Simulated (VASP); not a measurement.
# InSb (Pmmn) in VASP: a series of runs, part 2 of 2

VASP 6.6.1. The steps go on from the part before.

## Step 4: Single point, PBE (zz strain of +3 %)

Contents of INCAR:

```
SYSTEM = InSb
  PREC = Accurate
  ENCUT = 520
  EDIFF = 1E-6
  ISMEAR = -1
  SIGMA = 0.08
  LREAL = .False.
  LASPH = .True.
  NELM = 60
  ALGO = Normal
  ISIF = 2
  LWAVE = .False.
  LCHARG = .False.
  GGA = PE
  NBANDS = 26
```

Contents of KPOINTS:

```
Automatic mesh
0
Gamma
  6 6 11
  0 0 0
```

Contents of POSCAR:

```
InSb
1.0
    5.3570000000      0.0000000000      0.0000000000
    0.0000000000      5.7120000000      0.0000000000
    0.0000000000      0.0000000000      3.1548900000
In Sb
2 2
Direct
    0.0000000000      0.0000000000      0.0000000000
    0.5000000000      0.5000000000      0.0000000000
    0.5000000000      0.0000000000      0.8350000000
    0.0000000000      0.5000000000      0.1650000000
```

Potentials or basis: VASP PAW PBE potentials, release 64 (In_d, Sb).

Launch:

```
$ cat potpaw_PBE.64/In_d/POTCAR potpaw_PBE.64/Sb/POTCAR > POTCAR
$ mpirun -np 1 vasp_std > vasp.out
```

OUTCAR:

```text
SYSTEM = InSb
   PREC = Accurate
   ENCUT = 520
   EDIFF = 1E-6
   ISMEAR = -1
   LREAL = .False.
   LASPH = .True.
   NELM = 60
   ISIF = 2
   GGA = PE

 ion  position               nearest neighbor table
   1  0.000  0.000  0.000-   3 2.73   3 2.73   4 2.90   4 2.90   3 3.76   3 3.76   4 3.89   4 3.89
                             2 3.92   2 3.92   2 3.92   2 3.92
   2  0.500  0.500  0.000-   4 2.73   4 2.73   3 2.90   3 2.90   4 3.76   4 3.76   3 3.89   3 3.89
                             1 3.92   1 3.92   1 3.92   1 3.92
   3  0.500  0.000  0.835-   1 2.73   1 2.73   2 2.90   2 2.90   1 3.76   1 3.76   2 3.89   2 3.89

   4  0.000  0.500  0.165-   2 2.73   2 2.73   1 2.90   1 2.90   2 3.76   2 3.76   1 3.89   1 3.89

  LATTYP: Found a simple orthorhombic cell.
 ALAT       =     3.1548900000
 B/A-ratio  =     1.6979989794
 C/A-ratio  =     1.8105227124

  Lattice vectors:

 A1 = (   0.0000000000,   0.0000000000,   3.1548900000)
 A2 = (   5.3570000000,   0.0000000000,   0.0000000000)
 A3 = (   0.0000000000,   5.7120000000,   0.0000000000)

Analysis of symmetry for initial positions (statically):
=====================================================================
 Subroutine PRICEL returns:
 Original cell was already a primitive cell.

 Routine SETGRP: Setting up the symmetry group for a
 simple orthorhombic supercell.

 Subroutine GETGRP returns: Found  8 space group operations
 (whereof  4 operations were pure point group operations)
 out of a pool of  8 trial point group operations.

The static configuration has the point symmetry C_2v.
 The point group associated with its full space group is D_2h.

Analysis of symmetry for dynamics (positions and initial velocities):
=====================================================================
 Subroutine PRICEL returns:
 Original cell was already a primitive cell.

 Routine SETGRP: Setting up the symmetry group for a
 simple orthorhombic supercell.

[... 127 lines left out ...]
   IMIX   =      4    mixing-type and parameters
     AMIX     =   0.40;   BMIX     =  1.00
     AMIX_MAG =   1.60;   BMIX_MAG =  1.00
  volume/ion in A,a.u.               =      24.13       162.87
  Fermi-wavevector in a.u.,A,eV,Ry     =   1.178359  2.226776 18.892098  1.388530
  Thomas-Fermi vector in A             =   2.314689
   LORBIT       =      0    0 simple, 1 ext, 2 COOP (PROOUT), +10 PAW based schemes
   GGA     = PE    functional components
   LHFCALC =     F    Hartree Fock is set to
   AEXX    =    0.0000 exact exchange contribution
   IVDW    =     0    specifies the selected vdW correction
   LEPSILON=     F    determine dielectric tensor
   LRPA    =     F    only Hartree local field effects (RPA)
 non-spin polarized calculation
  energy-cutoff  :      520.00
  volume of cell :       96.54
 maximum number of plane-waves:      2626
 NGX is ok and might be reduce to    40
   NGX = 19   NGY = 21   NGZ = 11

 number of electron      35.9999994 magnetization

 Free energy of the ion-electron system (eV)
  ---------------------------------------------------
  ext. energy  EPLUGINS =         0.00000000
  ---------------------------------------------------
  free energy    TOTEN  =       -12.26328057 eV

  energy without entropy =      -12.22646678  energy(sigma->0) =      -12.24487368

 E-fermi :   9.1420     XC(G=0): -10.5688

 val. band max:        9.1309567661   @ k =   0.1667   0.5000   0.4545
 cond. band min:       9.1512699614   @ k =   0.3333   0.1667   0.1818
 fundamental gap:      0.0203131953
 Fermi energy:         9.1420242061

 k-point     1 :       0.0000    0.0000    0.0000
  band No.  band energies     occupation
      1      -6.1141      2.00000
      2      -6.0625      2.00000
      3      -5.9269      2.00000
      4      -5.7817      2.00000
      5      -5.7621      2.00000
      6      -5.6245      2.00000
[... 685 lines left out ...]
     25      15.9008      0.00000
     26      15.9008      0.00000

 [... further k-points ...]

------------------------ aborting loop because EDIFF is reached ----------------------------------------

  FORCE on cell =-STRESS in cart. coord.  units (eV):
  Direction    XX          YY          ZZ          XY          YZ          ZX
  --------------------------------------------------------------------------------------
  -------------------------------------------------------------------------------------
  Total       16.7527403      7.5046189      3.1610755      0.0000000      0.0000000      0.0000000
  in kB      278.0368582    124.5504085     52.4627895      0.0000000      0.0000000      0.0000000
  external PRESSURE =     151.6833521 kB  Pullay stress =       0.0000000 kB

 VOLUME and BASIS-vectors are now :
 -----------------------------------------------------------------------------
  energy-cutoff  :      520.00
  volume of cell :       96.54
      direct lattice vectors                 reciprocal lattice vectors
     5.357000000  0.000000000  0.000000000     0.186671645  0.000000000  0.000000000
     0.000000000  5.712000000  0.000000000     0.000000000  0.175070028  0.000000000
     0.000000000  0.000000000  3.154890000     0.000000000  0.000000000  0.316968262

 POSITION                                       TOTAL-FORCE (eV/Angst)
 -----------------------------------------------------------------------------------
      0.00000      0.00000      0.00000         0.000000      0.000000      0.300638
      2.67850      2.85600      0.00000         0.000000      0.000000     -0.300638
      2.67850      0.00000      2.63433         0.000000      0.000000     -0.820373
      0.00000      2.85600      0.52056         0.000000      0.000000      0.820373
 -----------------------------------------------------------------------------------
    total drift:                               -0.000000      0.000000     -0.000000

  FREE ENERGIE OF THE ION-ELECTRON SYSTEM (eV)
  ---------------------------------------------------
  free  energy   TOTEN  =       -12.2632805732 eV

  energy  without entropy=      -12.2264667833  energy(sigma->0) =      -12.24487368
```

It took 81 s on 1 thread of AMD EPYC 9R45 (Zen 5), shared host; peak memory 0.31 GiB.

What came out:

```
Free energy            : -12.2633 eV
Pressure               : 15.2 GPa
Largest force          : 0.820 eV/Å
Band gap on the k mesh : zero (bands 18 and 19 overlap by 3.40 eV)
```

Forces in eV/Å, atoms in the order of the input:
```
In   0.000  0.000  0.301
In   0.000  0.000 -0.301
Sb   0.000  0.000 -0.820
Sb   0.000  0.000  0.820
```

Stress tensor (GPa, compression positive):
```
27.80  0.00  0.00
 0.00 12.46  0.00
 0.00  0.00  5.25
```

Levels at points of the mesh, in eV from the Fermi level:
| k point | band 14 | band 15 | band 16 | band 17 | band 18 | band 19 | band 20 | band 21 | band 22 | band 23 |
| --- | --- | --- | --- | --- | --- | --- | --- | --- | --- | --- |
| (0.00, 0.00, 0.00) | -5.62 | -5.57 | -2.76 | -2.39 | -2.02 | 3.21 | 3.68 | 3.70 | 6.49 | 6.77 |
| (0.50, 0.00, 0.00) | -6.54 | -4.27 | -4.27 | 1.17 | 1.17 | 3.90 | 3.90 | 4.69 | 4.69 | 6.76 |
| (0.00, 0.50, 0.00) | -5.69 | -4.44 | -4.44 | -0.18 | -0.18 | 3.81 | 3.81 | 4.19 | 4.19 | 6.57 |
| (0.50, 0.50, 0.00) | -8.38 | -0.27 | -0.27 | 1.51 | 1.51 | 2.60 | 2.60 | 2.94 | 2.94 | 4.09 |

Caveat: the cell differs from its parent crystal (zz strain of +3 %); the stress differs along the axes, from 5 to 28 GPa; spin-orbit coupling is left out, which moves the levels of the heavy elements.

## Step 5: Overview

| cell | gap on the mesh (eV) | pressure (GPa) | largest force (eV/Å) |
| --- | --- | --- | --- |
| a = 5.357, b = 5.712, c = 3.002 Å, 4 atoms | none | 20.0 | 0.71 |
| a = 5.357, b = 5.712, c = 3.094 Å, 4 atoms | none | 16.9 | 0.78 |
| a = 5.357, b = 5.712, c = 3.155 Å, 4 atoms | none | 15.2 | 0.82 |

Alike in all rows: task single point; level PBE; potentials or basis VASP PAW PBE potentials, release 64 (In_d, Sb); no spin polarisation; k mesh 6 × 6 × 11; cutoff (eV) 520; smearing fermi-dirac 0.08 eV.

Caveats: spin-orbit coupling is left out, which moves the levels of the heavy elements; the stress differs along the axes, from 13 to 31 GPa (at least some runs); the stress differs along the axes, from 8 to 29 GPa (at least some runs); the stress differs along the axes, from 5 to 28 GPa (at least some runs).

Absolute energies hang on the potentials; compare differences alone.

The gap in the log of VASP goes by the Fermi energy; the results here count the filled bands.